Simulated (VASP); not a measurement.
# Sn2Bi2S (P-3m1) in VASP: notebook

Sn2Bi2S is run at these levels: PBE; tasks: relaxation of cell and atoms, single point.

Program: VASP 6.6.1. These are calculated values, not measurements. Logs are shortened: lines on timing, memory, paths and dates and some standing lists are left out, and cuts for length are marked.

### 1 The cell of the first run

The structure is trigonal, space group P-3m1 (No. 164). Conventional cell: a = 4.746 Å, b = 4.746 Å, c = 7.884 Å, α = 90.00°, β = 90.00°, γ = 120.00°. Within 3.8 Å of Sn (site symmetry 3m) lie 4 Bi at 2.89 to 3.00 Å and 3 Sn at 3.43 Å. Bi (site symmetry 3m) has 4 Sn at 2.89 to 3.00 Å and 3 S at 3.38 Å within 3.8 Å. Within 4.4 Å of S (site symmetry -3m) lie 6 Bi at 3.38 Å and 6 Sn at 4.00 Å.

The cell was generated, and may not be a known phase.

### 2 Relaxation of cell and atoms, PBE

Contents of INCAR:

```
ALGO = Normal
EDIFF = 1E-6
EDIFFG = -0.04
ENCUT = 600
GGA = PE
IBRION = 2
ISIF = 3
ISMEAR = 0
LASPH = T
LCHARG = F
LREAL = F
LWAVE = F
NELM = 80
NSW = 90
PREC = Accurate
SIGMA = 0.1
```

Contents of KPOINTS:

```
k-points
0
Gamma
  6 6 2
```

Contents of POSCAR:

```
Sn2Bi2S
1.0
    4.7460907500      0.0000000000      0.0000000000
   -2.3730453800      4.1102351600      0.0000000000
    0.0000000000      0.0000000000      7.8836135000
Sn Bi S
2 2 1
Direct
    0.3333333300      0.6666666700      0.6308000100
    0.6666666700      0.3333333300      0.3691999900
    0.3333333300      0.6666666700      0.2508000100
    0.6666666700      0.3333333300      0.7491999900
    0.0000000000      0.0000000000      0.0000000000
```

Potentials or basis: VASP PAW PBE potentials, release 64 (Sn_d, Bi_d, S).

Started as:

```console
$ cat potpaw_PBE.64/Sn_d/POTCAR potpaw_PBE.64/Bi_d/POTCAR potpaw_PBE.64/S/POTCAR > POTCAR
$ mpirun -np 1 vasp_std > vasp.out
```

OUTCAR:

```text
EDIFF = 1E-6
   EDIFFG = -0.04
   ENCUT = 600
   GGA = PE
   IBRION = 2
   ISIF = 3
   ISMEAR = 0
   LASPH = T
   LREAL = F
   NELM = 80
   NSW = 90
   PREC = Accurate

 ion  position               nearest neighbor table
   1  0.333  0.667  0.631-   4 2.89   4 2.89   4 2.89   3 3.00   2 3.43   2 3.43   2 3.43
   2  0.667  0.333  0.369-   3 2.89   3 2.89   3 2.89   4 3.00   1 3.43   1 3.43   1 3.43
   3  0.333  0.667  0.251-   2 2.89   2 2.89   2 2.89   1 3.00
   4  0.667  0.333  0.749-   1 2.89   1 2.89   1 2.89   2 3.00
   5  0.000  0.000  0.000-

  LATTYP: Found a hexagonal cell.
 ALAT       =     4.7460907500
 C/A-ratio  =     1.6610751701

  Lattice vectors:

 A1 = (   4.7460907500,   0.0000000000,   0.0000000000)
 A2 = (  -2.3730453800,   4.1102351600,   0.0000000000)
 A3 = (   0.0000000000,   0.0000000000,   7.8836135000)

Analysis of symmetry for initial positions (statically):
=====================================================================
 Subroutine PRICEL returns:
 Original cell was already a primitive cell.

 Routine SETGRP: Setting up the symmetry group for a
 hexagonal supercell.

 Subroutine GETGRP returns: Found 12 space group operations
 (whereof 12 operations were pure point group operations)
 out of a pool of 24 trial point group operations.

The static configuration has the point symmetry D_3d.

Analysis of symmetry for dynamics (positions and initial velocities):
=====================================================================
 Subroutine PRICEL returns:
 Original cell was already a primitive cell.

 Routine SETGRP: Setting up the symmetry group for a
 hexagonal supercell.

 Subroutine GETGRP returns: Found 12 space group operations
 (whereof 12 operations were pure point group operations)
 out of a pool of 24 trial point group operations.

The dynamic configuration has the point symmetry D_3d.

 Subroutine INISYM returns: Found 12 space group operations
 (whereof 12 operations are pure point group operations),
 and found     1 'primitive' translations

----------------------------------------------------------------------------------------

                                     Primitive cell

  volume of cell :     153.7900

  direct lattice vectors                    reciprocal lattice vectors
     4.746090750  0.000000000  0.000000000     0.210699722  0.121647541  0.000000000
    -2.373045380  4.110235160  0.000000000     0.000000000  0.243295082  0.000000000
     0.000000000  0.000000000  7.883613500     0.000000000  0.000000000  0.126845386

  length of vectors
     4.746090750  4.746090754  7.883613500     0.243295082  0.243295082  0.126845386

  position of ions in fractional coordinates (direct lattice)
     0.333333330  0.666666670  0.630800010
     0.666666670  0.333333330  0.369199990
     0.333333330  0.666666670  0.250800010
     0.666666670  0.333333330  0.749199990
     0.000000000  0.000000000  0.000000000

  ion indices of the primitive-cell ions
   primitive index   ion index
                 1           1
                 2           2
                 3           3
                 4           4
                 5           5

----------------------------------------------------------------------------------------

 KPOINTS: k-points

Automatic generation of k-mesh.
 Grid dimensions read from file:
 generate k-points for:    6    6    2

 Generating k-lattice:

  Cartesian coordinates                     Fractional coordinates (reciprocal lattice)
     0.035116620  0.020274590  0.000000000     0.166666667  0.000000000  0.000000000
     0.000000000  0.040549180  0.000000000     0.000000000  0.166666667  0.000000000
     0.000000000  0.000000000  0.063422693     0.000000000  0.000000000  0.500000000

  Length of vectors
     0.040549180  0.040549180  0.063422693

  Shift w.r.t. Gamma in fractional coordinates (k-lattice)
     0.000000000  0.000000000  0.000000000

 Subroutine IBZKPT returns following result:
 ===========================================

 Found     14 irreducible k-points:

 Following reciprocal coordinates:
            Coordinates               Weight
  0.000000  0.000000  0.000000      1.000000
  0.166667  0.000000  0.000000      6.000000
  0.333333  0.000000  0.000000      6.000000
  0.500000  0.000000  0.000000      3.000000
  0.166667  0.166667  0.000000      6.000000
  0.333333  0.166667  0.000000     12.000000
  0.333333  0.333333  0.000000      2.000000
  0.000000  0.000000  0.500000      1.000000
  0.166667  0.000000  0.500000      6.000000
  0.333333  0.000000  0.500000      6.000000
  0.500000  0.000000  0.500000      3.000000
  0.166667  0.166667  0.500000      6.000000
  0.333333  0.166667  0.500000     12.000000
  0.333333  0.333333  0.500000      2.000000
   k-points           NKPTS =     14   k-points in BZ     NKDIM =     14   number of bands    NBANDS=     38
   number of dos      NEDOS =    301   number of ions     NIONS =      5
   total plane-waves  NPLWV = 102400
   dimension x,y,z NGX =    40 NGY =   40 NGZ =   64
   dimension x,y,z NGXF=    80 NGYF=   80 NGZF=  128
   ions per type =               2   2   1
   NGX,Y,Z   is equivalent  to a cutoff of  14.01, 14.01, 13.50 a.u.
   NGXF,Y,Z  is equivalent  to a cutoff of  28.02, 28.02, 26.99 a.u.
 SYSTEM =  unknown system
   PREC   = accura    normal or accurate (medium, high low for compatibility)
   ISTART =      0    job   : 0-new  1-cont  2-samecut
   ICHARG =      2    charge: 1-file 2-atom 10-const
   ISPIN  =      1    spin polarized calculation?
   LNONCOLLINEAR =      F non collinear calculations
   LSORBIT =      F    spin-orbit coupling
   LASPH  =      T    aspherical Exc in radial PAW
   ENCUT  =  600.0 eV  44.10 Ry    6.64 a.u.   9.48  9.48 15.75*2*pi/ulx,y,z
   NELM   =     80;   NELMIN=  2; NELMDL= -5     # of ELM steps
   EDIFF  = 0.1E-05   stopping-criterion for ELM
   LREAL  =      F    real-space projection
   EDIFFG = -.4E-01   stopping-criterion for IOM
   NSW    =     90    number of steps for IOM
   IBRION =      2    ionic relax: 0-MD 1-quasi-New 2-CG
   NFREE  =      1    steps in history (QN), initial steepest desc. (CG)
   ISIF   =      3    stress and relaxation
   ISYM   =      2    0-nonsym 1-usesym 2-fastsym
   POTIM  = 0.5000    time-step for ionic-motion
   TEBEG  =    0.0;   TEEND  =   0.0 temperature during run
   PSTRESS=    0.0 pullay stress
   NELECT =      64.0000    total number of electrons
   NUPDOWN=      -1.0000    fix difference up-down
   EMIN   =  10.00;   EMAX   =-10.00  energy-range for DOS
   EFERMI =   0.00;   METHOD = LEGACY
   ISMEAR =     0;   SIGMA  =   0.10  broadening in eV -4-tet -1-fermi 0-gaus
   EFERMI_NEDOS =   21; number of points for ismear=-14 and -15
   IALGO  =     38    algorithm
   IMIX   =      4    mixing-type and parameters
     AMIX     =   0.40;   BMIX     =  1.00
     AMIX_MAG =   1.60;   BMIX_MAG =  1.00
  volume/ion in A,a.u.               =      30.76       207.57
  Fermi-wavevector in a.u.,A,eV,Ry     =   1.222247  2.309711 20.325561  1.493887
  Thomas-Fermi vector in A             =   2.357400
   LORBIT       =      0    0 simple, 1 ext, 2 COOP (PROOUT), +10 PAW based schemes
   GGA     = PE    functional components
   LHFCALC =     F    Hartree Fock is set to
   AEXX    =    0.0000 exact exchange contribution
   IVDW    =     0    specifies the selected vdW correction
   LEPSILON=     F    determine dielectric tensor
   LRPA    =     F    only Hartree local field effects (RPA)
 conjugate gradient relaxation of ions
 non-spin polarized calculation
 Gauss-broadening in eV      SIGMA  =   0.10
  energy-cutoff  :      600.00
  volume of cell :      153.79
 maximum number of plane-waves:      5215
 NGX is ok and might be reduce to    40
   NGX = 19   NGY = 19   NGZ = 31

--------------------------------------- Ionic step        1  -------------------------------------------

 number of electron      63.9999993 magnetization

 Free energy of the ion-electron system (eV)
  ---------------------------------------------------
  ext. energy  EPLUGINS =         0.00000000
  ---------------------------------------------------
  free energy    TOTEN  =       -17.97602113 eV

  energy without entropy =      -17.94893924  energy(sigma->0) =      -17.96248019

------------------------ aborting loop because EDIFF is reached ----------------------------------------

  FORCE on cell =-STRESS in cart. coord.  units (eV):
  Direction    XX          YY          ZZ          XY          YZ          ZX
  --------------------------------------------------------------------------------------
  -------------------------------------------------------------------------------------
  Total        5.3261788      5.3261788      4.9640156     -0.0000000      0.0000000      0.0000000
  in kB       55.4879004     55.4879004     51.7148998     -0.0000001      0.0000000      0.0000000
  external PRESSURE =      54.2302335 kB  Pullay stress =       0.0000000 kB
[... 63 lines left out ...]
  energy  without entropy=      -18.4507298494  energy(sigma->0) =      -18.46264524

--------------------------------------- Ionic step        3  -------------------------------------------

 number of electron      63.9999996 magnetization

 E-fermi :   4.4821     XC(G=0):  -8.9182

 val. band max:        4.4381181968   @ k =   0.0000   0.0000   0.0000
 cond. band min:       4.5076088615   @ k =   0.1667   0.0000   0.5000
 fundamental gap:      0.0694906647
 Fermi energy:         4.4821499571

 k-point     1 :       0.0000    0.0000    0.0000
  band No.  band energies     occupation
      1     -18.0331      2.00000
      2     -18.0327      2.00000
      3     -18.0278      2.00000
      4     -18.0278      2.00000
      5     -18.0254      2.00000
      6     -18.0254      2.00000
[... 595 lines left out ...]
  FREE ENERGIE OF THE ION-ELECTRON SYSTEM (eV)
  ---------------------------------------------------
  free  energy   TOTEN  =       -18.4973245049 eV

  energy  without entropy=      -18.4732144543  energy(sigma->0) =      -18.48526948

 E-fermi :   8.1681     XC(G=0): -10.2701

 val. band max:        8.1164150471   @ k =   0.3333   0.1667   0.5000
 cond. band min:       8.1691862636   @ k =   0.1667   0.0000   0.0000
 fundamental gap:      0.0527712165
 Fermi energy:         8.1680560421

 k-point     1 :       0.0000    0.0000    0.0000
  band No.  band energies     occupation
      1     -15.1956      2.00000
      2     -15.1956      2.00000
      3     -15.1811      2.00000
      4     -15.1811      2.00000
      5     -15.1583      2.00000
      6     -15.1233      2.00000
[... 563 lines left out ...]
     37      11.4663      0.00000
     38      11.6388      0.00000

[... ionic steps 4 to 24 ...]

--------------------------------------- Ionic step       25  -------------------------------------------

 number of electron      64.0000003 magnetization

------------------------ aborting loop because EDIFF is reached ----------------------------------------

  FORCE on cell =-STRESS in cart. coord.  units (eV):
  Direction    XX          YY          ZZ          XY          YZ          ZX
  --------------------------------------------------------------------------------------
  -------------------------------------------------------------------------------------
  Total       -0.2208254     -0.2208254     -0.4492662      0.0000000      0.0000000     -0.0000000
  in kB       -2.4050283     -2.4050283     -4.8929961      0.0000000      0.0000000     -0.0000000
  external PRESSURE =      -3.2343509 kB  Pullay stress =       0.0000000 kB
[... 63 lines left out ...]
  energy  without entropy=      -19.2925127551  energy(sigma->0) =      -19.29864318

--------------------------------------- Ionic step       27  -------------------------------------------

 number of electron      64.0000003 magnetization

 Free energy of the ion-electron system (eV)
  ---------------------------------------------------
  ext. energy  EPLUGINS =         0.00000000
  ---------------------------------------------------
  free energy    TOTEN  =       -19.30594350 eV

  energy without entropy =      -19.29394935  energy(sigma->0) =      -19.29994642

 E-fermi :   6.7923     XC(G=0):  -9.8174

 val. band max:        6.7567137504   @ k =   0.3333   0.1667   0.0000
 cond. band min:       6.8653835178   @ k =   0.3333   0.0000   0.0000
 fundamental gap:      0.1086697674
 Fermi energy:         6.7923128991

 k-point     1 :       0.0000    0.0000    0.0000
  band No.  band energies     occupation
      1     -16.2972      2.00000
      2     -16.2972      2.00000
      3     -16.2943      2.00000
      4     -16.2941      2.00000
      5     -16.2941      2.00000
      6     -16.2934      2.00000
[... 595 lines left out ...]
  FREE ENERGIE OF THE ION-ELECTRON SYSTEM (eV)
  ---------------------------------------------------
  free  energy   TOTEN  =       -19.3059434954 eV

  energy  without entropy=      -19.2939493487  energy(sigma->0) =      -19.29994642

 reached required accuracy - stopping structural energy minimisation
```

Wall time 15 min (1 thread of AMD EPYC 9R45 (Zen 5), shared host); peak memory 0.36 GiB.

Results:

- Free energy: -19.3059 eV
- Relaxed volume: 29.21 Å³/atom
- Relaxed cell: a = 4.240 Å, b = 4.240 Å, c = 9.379 Å, α = 90.00°, β = 90.00°, γ = 120.00°
- Space group after relaxing (to 0.1 Å): P-3m1 (No. 164)
- Energy gained by relaxing: 266.0 meV/atom
- Ionic steps: 27
- Pressure after relaxing: 0.1 GPa
- Largest force after relaxing: 0.027 eV/Å
- Band gap on the k mesh: zero (bands 32 and 33 overlap by 1.91 eV)

Forces in eV/Å, atoms in the order of the input:
```
Sn   0.000  0.000  0.016
Sn   0.000  0.000 -0.016
Bi   0.000  0.000  0.027
Bi   0.000  0.000 -0.027
S    0.000  0.000  0.000
```

Step by step:
```tsv
step	energy change (eV)	largest force (eV/Å)	pressure (GPa)	volume (Å³)
1	0.0000	2.4497	5.42	153.79
2	-0.4985	0.8397	-2.71	178.14
3	-0.5213	1.0837	-1.62	173.34
4	-0.7088	0.9687	-1.42	168.89
5	-1.0809	0.3947	-0.11	156.02
6	-0.5302	0.4361	8.13	132.22
7	-1.1075	0.3289	1.13	150.55
8	-1.1231	0.2338	-1.11	156.28
9	-1.1326	0.2694	-0.27	153.99
10	-1.1461	0.1906	-0.12	153.24
11	-1.1576	0.0299	0.32	151.60
12	-1.1620	0.0653	-0.51	153.99
13	-1.1625	0.0495	-0.34	153.47
14	-1.1706	0.0911	-0.39	153.25
15	-1.1983	0.1915	-0.51	152.43
16	-1.2281	0.5297	-0.33	150.03
17	-1.2338	0.5509	-0.29	149.73
18	-1.2489	0.6139	-0.10	148.76
19	-1.2320	0.7713	0.36	146.51
20	-1.2500	0.6500	-0.01	148.23
21	-1.2610	0.6002	-0.05	148.16
22	-1.2883	0.4521	-0.16	147.95
23	-1.3202	0.2052	-0.30	147.47
24	-1.2967	0.3086	-0.16	146.33
25	-1.3287	0.0498	-0.32	147.11
26	-1.3288	0.0482	-0.31	147.14
27	-1.3299	0.0270	0.07	146.04
```

Final structure:
```
Sn Bi S
1.0
     4.24023    0.00000    0.00000
    -2.12012    3.67215    0.00000
     0.00000    0.00000    9.37942
Sn Bi S
2 2 1
Direct
  0.33333 0.66667 0.59854
  0.66667 0.33333 0.40146
  0.33333 0.66667 0.18806
  0.66667 0.33333 0.81194
  0.00000 0.00000 0.00000
```

Levels at points of the mesh, in eV from the Fermi level:
```
           k point  band 30  band 31  band 32  band 33  band 34  band 35
(0.00, 0.00, 0.00)    -0.22    -0.22     1.27     1.27     1.48     1.76
(0.50, 0.00, 0.00)    -1.61    -1.20    -1.02    -0.64     1.16     1.28
(0.00, 0.00, 0.50)     0.18     0.24     0.24     0.28     0.28     2.72
(0.50, 0.00, 0.50)    -1.66    -1.63    -0.56     0.73     0.76     1.51
```

Caveat: the k points lie up to 0.33 Å⁻¹ apart in the final cell, too coarse for converged energies and pressures of a metal; a cell axis changed by over 15 % at a fixed basis, so the end point is rough; spin-orbit coupling is left out, which moves the levels of the heavy elements.

### 3 Single point, PBE

This run uses another cell than the first one, of 29.45 Å³/atom.

Contents of INCAR:

```
SYSTEM = Sn2Bi2S
PREC     = Accurate       ! precision mode
ENCUT    = 520            ! plane-wave cutoff, eV
EDIFF    = 1E-6           ! SCF threshold, eV
ISMEAR   = 0              ! smearing method
SIGMA    = 0.1            ! smearing width, eV
LREAL    = .False.        ! projectors in reciprocal space
LASPH    = .True.         ! aspherical terms in the spheres
NELM     = 60             ! most SCF steps
ALGO     = Normal         ! electronic algorithm
ISIF     = 2              ! what is computed and relaxed
LWAVE    = .False.        ! write WAVECAR
LCHARG   = .True.         ! write CHGCAR
GGA      = PE             ! functional
LELF     = .True.         ! ELF
LVHAR    = .True.       
NBANDS   = 40             ! bands
```

Contents of KPOINTS:

```
regular mesh
0
Gamma
  12 12 4
  0 0 0
```

Contents of POSCAR:

```
Sn2Bi2S
1.0
    4.2992014854      0.0000000000      0.0000000000
   -2.1496007427      3.7232177024      0.0000000000
    0.0000000000      0.0000000000      9.1980965308
Sn Bi S
2 2 1
Direct
    0.3333333333      0.6666666667      0.5992286747
    0.6666666667      0.3333333333      0.4007713253
    0.3333333333      0.6666666667      0.1913755437
    0.6666666667      0.3333333333      0.8086244563
    0.0000000000      0.0000000000      0.0000000000
```

Potentials or basis: VASP PAW PBE potentials, release 64 (Sn_d, Bi_d, S).

Started as:

```console
$ cat potpaw_PBE.64/Sn_d/POTCAR potpaw_PBE.64/Bi_d/POTCAR potpaw_PBE.64/S/POTCAR > POTCAR
$ mpirun -np 1 vasp_std > vasp.out
```

Wall time 2.8 min (1 thread of AMD EPYC 9R45 (Zen 5), shared host); peak memory 0.46 GiB.

The run converged. Its results:

```yaml
Free_energy: -19.2512 eV
Pressure: -0.1 GPa
Largest_force: 0.007 eV/Å
Band_gap_on_the_k_mesh: zero (bands 32 and 33 overlap by 1.83 eV)
```

Forces on the atoms (eV/Å):
```
Sn   0.000  0.000 -0.007
Sn   0.000  0.000  0.007
Bi   0.000  0.000 -0.003
Bi   0.000  0.000  0.003
S    0.000  0.000  0.000
```

Levels at points of the mesh, in eV from the Fermi level:
```
           k point  band 29  band 30  band 31  band 32  band 33  band 34  band 35  band 36
(0.00, 0.00, 0.00)    -0.92    -0.46    -0.46     1.08     1.08     1.20     1.50     1.72
(0.50, 0.00, 0.00)    -3.11    -1.50    -1.16    -1.06    -0.75     1.12     1.36     2.87
(0.00, 0.00, 0.50)    -0.05    -0.03    -0.02    -0.02     0.12     0.12     2.66     2.66
(0.50, 0.00, 0.50)    -3.44    -1.84    -1.58    -0.45     0.61     0.77     1.57     2.28
```

Caveat: spin-orbit coupling is left out, which moves the levels of the heavy elements.

The gap in the log of VASP goes by the Fermi energy; the results here count the filled bands.